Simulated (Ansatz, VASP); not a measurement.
# One calculation of Te, two programs

INCAR

```
ALGO = Normal
EDIFF = 1E-6
ENCUT = 500
GGA = PE
GGA_COMPAT = F
ISIF = 2
ISMEAR = 0
LASPH = T
LCHARG = F
LREAL = F
LWAVE = F
NBANDS = 20
NELM = 120
PREC = Accurate
SIGMA = 0.1
```

KPOINTS

```
k-points
0
Gamma
  6 6 4
```

POSCAR

```
Te
1.0
    3.8791859300      0.0000000000      0.0000000000
   -1.9395929600      3.3594735600      0.0000000000
    0.0000000000      0.0000000000      6.5847047200
Te
4
Direct
    0.0000000000      0.0000000000      0.6103659600
    0.0000000000      0.0000000000      0.3896340400
    0.3333333300      0.6666666700      0.0000000000
    0.6666666700      0.3333333300      0.0000000000
```

Input for Ansatz:

```yaml
crystal:
  lattice:
    - [3.87918593, 0.0, 0.0]
    - [-1.93959296, 3.35947356, 0.0]
    - [0.0, 0.0, 6.58470472]
  atoms:
    - { symbol: Te, position: [0.0, 0.0, 0.61036596] }
    - { symbol: Te, position: [0.0, 0.0, 0.38963404] }
    - { symbol: Te, position: [0.33333333, 0.66666667, 0.0] }
    - { symbol: Te, position: [0.66666667, 0.33333333, 0.0] }
basis:
  ecutwfc: 420
kpoints:
  mp_grid: { grid: [6, 6, 4] }
hamiltonian:
  xc: pbe
scf:
  occupations: { method: gaussian, width: 0.1 }
  lower_state_search: "off"
output:
  forces: true
  stress: true
  eigenvalues: true
```

Alike in both runs: task single point; functional PBE; k mesh 6 × 6 × 4; occupations gaussian, width 0.1 eV; no spin polarisation.

|  | VASP | Ansatz |
| --- | --- | --- |
| version | VASP 6.6.1 | Ansatz 0.2.0 |
| potentials or method | VASP PAW PBE potentials, release 64 (Te), cutoff 500 eV | scalar-relativistic, plane waves, PAW |
| valence electrons in the cell | 24 | 64 |

```tsv
	VASP	Ansatz	Ansatz less VASP
gap on the k mesh at the Fermi level (eV)	none	none	-
rms of the force components (eV/Å)	75.801	81.936	+6.1354
```

Atom by atom the forces differ by 6.135 eV/Å (rms over components). A gap of «none» marks a metal or a gap that the smearing closes. The functional is the same, so the differences come from potentials, cutoffs and numerics. VASP's potentials hold 24 valence electrons a cell and Ansatz's 64, so a difference there can come from the potentials and not from the codes.

Spin-orbit coupling is off throughout.
